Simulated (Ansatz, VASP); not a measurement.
# One calculation of Zn, two programs

Contents of INCAR:

```
SYSTEM = Zn
PREC = Accurate ; ENCUT = 520
EDIFF = 1E-6 ; ISMEAR = 0
SIGMA = 0.15 ; LREAL = .False.
LASPH = .True. ; NELM = 60
ALGO = Fast ; ISIF = 2
LWAVE = .False. ; LCHARG = .True.
GGA = PS ; LELF = .True.
LVHAR = .True. ; NBANDS = 19
```

KPOINTS

```
regular mesh
0
Gamma
  24 24 10
  0 0 0
```

POSCAR

```
Zn
1.0
    2.5848541116      0.0000000000      0.0000000000
   -1.2924270558      2.2385493257      0.0000000000
    0.0000000000      0.0000000000      4.9467000000
Zn
2
Direct
    0.3333333333      0.6666666667      0.2500000000
    0.6666666667      0.3333333333      0.7500000000
```

Input for Ansatz:

```yaml
crystal:
  lattice:
    - [2.5848541116, 0.0, 0.0]
    - [-1.2924270558, 2.2385493257, 0.0]
    - [0.0, 0.0, 4.9467]
  atoms:
    - { symbol: Zn, position: [0.3333333333, 0.6666666667, 0.25] }
    - { symbol: Zn, position: [0.6666666667, 0.3333333333, 0.75] }
basis:
  ecutwfc: 420
kpoints:
  mp_grid: { grid: [24, 24, 10] }
hamiltonian:
  xc: pbesol
scf:
  occupations: { method: gaussian, width: 0.15 }
output:
  forces: true
  stress: true
  eigenvalues: true
```

Change from the starting cell: strain -0.0300 x Voigt [1, 1, 0, 0, 0, 0], atoms carried along.

Alike in both runs: task single point; functional PBEsol; k mesh 24 × 24 × 10; occupations gaussian, width 0.15 eV; no spin polarisation.

```csv
,VASP,Ansatz
version,VASP 6.6.1,Ansatz 0.2.0
potentials or method,"VASP PAW PBE potentials, release 64 (Zn), cutoff 520 eV","scalar-relativistic, plane waves, PAW"
valence electrons in the cell,24,24
```

```csv
,VASP,Ansatz,Ansatz less VASP
gap on the k mesh at the Fermi level (eV),none,none,-
pressure (GPa),1.0,0.1,-0.90
"traceless stress, the component that is largest in VASP (GPa)",-1.12,-0.93,+0.188
```

VASP's potentials were made for PBE, not for PBEsol. A gap of «none» marks a metal or a gap that the smearing closes. The functional is the same, so the differences come from potentials, cutoffs and numerics.
